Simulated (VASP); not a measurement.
A run of VASP 6.6.1:

File INCAR:

```
  PREC = Accurate
  ENCUT = 520
  EDIFF = 1E-7
  ISMEAR = -1
  SIGMA = 0.08
  LREAL = False
  LASPH = True
  NELM = 80
  ALGO = Normal
  ISIF = 2
  LWAVE = False
  LCHARG = True
  GGA = PS
  LELF = True
  LVHAR = True
  NBANDS = 11
```

The input KPOINTS:

```
regular mesh
0
Gamma
  16 16 16
```

File POSCAR:

```
Hf
1.0
   -1.7689000000      1.8050000000      1.8050000000
    1.8050000000     -1.7689000000      1.8050000000
    1.8050000000      1.8050000000     -1.7689000000
Hf
1
Direct
    0.0000000000      0.0000000000      0.0000000000
```

Potentials or basis: VASP PAW PBE potentials, release 64 (Hf_pv).

Launch:

```sh
$ cat potpaw_PBE.64/Hf_pv/POTCAR > POTCAR
$ mpirun -np 1 vasp_std > vasp.out
```

Hardware: 1 thread of Intel(R) Xeon(R) 6975P-C (Granite Rapids) (shared host).

Question: Estimate the wall time of this run.

Answer: Run time: 33 s on 1 thread of Intel(R) Xeon(R) 6975P-C (Granite Rapids), with other jobs on the host, peak memory 0.22 GiB. Counts: scf iterations 12, k points 417.
